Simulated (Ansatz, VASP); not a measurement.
Two plane-wave programs on Ta

```
Ta
1.0
     2.90037    0.00000    0.00000
    -1.45019    2.51180    0.00000
     0.00000    0.00000    5.16627
Ta
2
Direct
  0.66667 0.33333 0.75000
  0.33333 0.66667 0.25000
```

Alike in both runs: task relaxation of cell and atoms; functional PBEsol; k mesh 13 × 13 × 7; occupations fermi-dirac, width 0.1 eV; no spin polarisation.

|  | VASP | Ansatz |
| --- | --- | --- |
| version | VASP 6.6.1 | Ansatz 0.2.0 |
| potentials or method | VASP PAW PBE potentials, release 64 (Ta_pv), cutoff 500 eV | plane waves, PAW |
| valence electrons in the cell | 22 | 26 |

VASP gave:

- relaxed volume (Å³/atom): 18.13
- relaxed cell length with the largest relative difference (Å): 5.090

Question: What did Ansatz give for the same quantities?

Answer: Relaxed volume (Å³/atom): 18.13; relaxed cell length with the largest relative difference (Å): 5.091.

VASP's potentials were made for PBE, not for PBEsol. VASP's potentials hold 22 valence electrons a cell and Ansatz's 26, so a difference there can come from the potentials and not from the codes.

Neither program's run includes spin-orbit coupling.
